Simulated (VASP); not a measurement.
Runs of VASP 6.6.1 on CaGa2O2. The structure is that of space group Cmmm (No. 65), or close to it. The cells are those of the table. 

```csv
task,cell,k mesh,cutoff (eV),gap on the mesh (eV),pressure (GPa),largest force (eV/Å)
single point,"a = 5.502, b = 5.502, c = 3.450 Å, angles 90.0, 90.0, 93.9°, 5 atoms",8 × 8 × 10,520,none,0.3,0.03
single point,"a = 5.358, b = 5.358, c = 3.510 Å, angles 90.0, 90.0, 98.1°, 5 atoms",4 × 4 × 6,520,none,0.3,0.01
relaxation of cell and atoms,"relaxed from a = 5.358, b = 5.358, c = 3.510 Å, angles 90.0, 90.0, 98.1°, 5 atoms",4 × 4 × 6,600,none,0.0,0.01
single point,"a = 5.358, b = 5.358, c = 3.510 Å, angles 90.0, 90.0, 98.1°, 5 atoms",4 × 4 × 4,520,none,(a),0.01
```

Alike in all rows: level PBE; potentials or basis VASP PAW PBE potentials, release 64 (Ca_sv, Ga_d, O); no spin polarisation; smearing gaussian 0.1 eV.

Q: Estimate the missing entries.

A: (a) 0.2.

Caveats: some runs use coarse meshes.

A k mesh can miss the band edges, and the runs leave out spin-orbit coupling on Ga.

A gap of «none» marks levels without a gap at the run's occupations.
